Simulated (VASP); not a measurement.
# Hf: relaxation of cell and atoms with r2SCAN

Hf:

```
Hf
1.0
     3.19670    0.00000    0.00000
    -1.59830    2.76840    0.00000
     0.00000    0.00000    5.05780
Hf
2
Direct
  0.33333 0.66667 0.25000
  0.66667 0.33333 0.75000
```

| Quantity | Value |
| --- | --- |
| Program | VASP 6.6.1 |
| Task | relaxation of cell and atoms |
| Functional | r2SCAN |
| Potentials or basis | VASP PAW PBE potentials, release 64 (Hf_pv) |
| Cutoff | 600 eV |
| k mesh | 9 × 9 × 5 |
| Occupations | fermi-dirac, width 0.1 eV |
| Spin | no spin polarisation |
| Dipole correction | no |
| Further INCAR settings | ALGO = Normal; EDIFF = 1e-07; IBRION = 2; EDIFFG = -0.01; NSW = 80; ISIF = 3 |

```json
{"Relaxed volume": "22.23 Å³/atom", "Relaxed cell": "a = 3.195 Å, b = 3.195 Å, c = 5.029 Å, α = 90.00°, β = 90.00°, γ = 120.00°", "Space group after relaxing (to 0.05 Å)": "P6_3/mmc (No. 194)", "Energy gained by relaxing": "0.5 meV/atom", "Ionic steps": "4", "Pressure after relaxing": "0.0 GPa", "Band gap on the k mesh": "zero (band 10 reaches 6.20 eV, above the bottom of band 11 at 4.47 eV)"}
```

Step by step:
```
step  energy change (eV)  largest force (eV/Å)  pressure (GPa)  volume (Å³)
   1              0.0000                0.0001           -0.72        44.76
   2              0.0000                0.0000            0.91        44.11
   3             -0.0009                0.0000            0.08        44.43
   4             -0.0010                0.0000            0.00        44.46
```

Final structure:
```xyz
2
Lattice="3.1952 0.0000 0.0000 -1.5976 2.7671 0.0000 0.0000 0.0000 5.0292" Properties=species:S:1:pos:R:3 pbc="T T T"
Hf    0.0000    1.8447    1.2573
Hf    1.5976    0.9224    3.7719
```

Levels at points of the mesh, in eV from the Fermi level:
```tsv
k point	band 8	band 9	band 10	band 11	band 12	band 13
(0.00, 0.00, 0.00)	-3.84	0.49	1.34	1.34	1.71	2.24
```

Run time: 5.8 min on 1 thread of Intel(R) Xeon(R) 6975P-C (Granite Rapids), on a shared host, peak memory 0.22 GiB.

Caveat: the PAW data sets were made with another functional, which shifts forces and pressure a little; spin-orbit coupling is left out, which moves the levels of the heavy elements.
